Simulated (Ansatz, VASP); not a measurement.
Two plane-wave programs on S

```xyz
4
Lattice="5.4971 0.0000 0.0000 0.0000 5.4971 0.0000 0.0000 0.0000 2.9367" Properties=species:S:1:pos:R:3 pbc="T T T"
S     4.8260    4.8260    1.4683
S     0.6711    0.6711    1.4683
S     2.0775    3.4196    0.0000
S     3.4196    2.0775    0.0000
```

Alike in both runs: functional PBE; dispersion D3(BJ); k mesh 4 × 4 × 6; occupations gaussian, width 0.1 eV; no spin polarisation.

Ansatz relaxed the structure, and its values are those at the end. VASP's run is a single point on that final structure, the one shown.

|  | VASP | Ansatz |
| --- | --- | --- |
| version | VASP 6.6.1 | Ansatz 0.2.0 |
| potentials or method | VASP PAW PBE potentials, release 64 (S), cutoff 520 eV | scalar-relativistic, plane waves, PAW |
| valence electrons in the cell | 24 | 24 |

|  | VASP | Ansatz | Ansatz less VASP |
| --- | --- | --- | --- |
| gap on the k mesh at the Fermi level (eV) | none | none | - |
| pressure (GPa) | -0.6 | 0.0 | +0.62 |
| rms of the force components (eV/Å) | 0.129 | 0.013 | -0.1166 |

A gap of «none» marks a metal or a gap that the smearing closes. One of these differences is far larger than is usual between the two programs; its cause wasn't traced.
